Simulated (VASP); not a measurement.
Crystal: Zr2AlN3.

```
CELL_PARAMETERS angstrom
3.35767 0.00000 0.00000
-1.67883 2.90782 0.00000
0.00000 0.00000 8.22457
ATOMIC_POSITIONS crystal
Zr 0.00000 0.00000 0.00000
Zr 0.33333 0.66667 0.66667
Al 0.66667 0.33333 0.33333
N 0.33333 0.66667 0.91667
N 0.66667 0.33333 0.58333
N 0.00000 0.00000 0.25000
```

| Property | Result |
| --- | --- |
| Program | VASP 6.6.1 |
| Task | relaxation of cell and atoms |
| Functional | PBE |
| Potentials or basis | VASP PAW PBE potentials, release 64 (Zr_sv, Al, N) |
| Cutoff | 600 eV |
| k mesh | 6 × 6 × 2 |
| Occupations | gaussian, width 0.1 eV |
| Spin | no spin polarisation |

At the start: pressure 12.5 GPa; volume 13.38 Å³/atom.

**Question.** Where does the relaxation end?

**Answer.** Over 12 steps the energy falls by 122.1 meV/atom and the volume is 13.87 Å³/atom (+3.7 %); space group P3m1 (No. 156, to 0.1 Å) before and after.

The path:
| step | energy change (eV) | largest force (eV/Å) | pressure (GPa) | volume (Å³) |
| --- | --- | --- | --- | --- |
| 1 | 0.0000 | 3.2338 | 12.46 | 80.30 |
| 2 | -0.1907 | 0.7030 | -14.52 | 93.02 |
| 3 | -0.4865 | 1.2534 | -4.77 | 87.10 |
| 4 | -0.6792 | 0.7834 | -1.67 | 84.59 |
| 5 | -0.7008 | 0.8176 | 0.05 | 83.47 |
| 6 | -0.7281 | 0.2748 | 0.43 | 83.09 |
| 7 | -0.7282 | 0.2604 | 0.39 | 83.12 |
| 8 | -0.7318 | 0.0660 | -0.44 | 83.46 |
| 9 | -0.7319 | 0.0651 | -0.31 | 83.40 |
| 10 | -0.7324 | 0.0420 | 0.22 | 83.14 |
| 11 | -0.7324 | 0.0431 | 0.12 | 83.19 |
| 12 | -0.7325 | 0.0174 | 0.00 | 83.24 |

Final structure:
```
Zr Al N
1.0
     3.38754    0.00000    0.00000
    -1.69377    2.93370    0.00000
     0.00000    0.00000    8.37543
Zr Al N
2 1 3
Direct
  0.00000 0.00000 0.01277
  0.33333 0.66667 0.66079
  0.66667 0.33333 0.32847
  0.33333 0.66667 0.91360
  0.66667 0.33333 0.56039
  0.00000 0.00000 0.27398
```

Caveat: the k points lie up to 0.38 Å⁻¹ apart in the final cell, too coarse for converged energies and pressures of a metal.
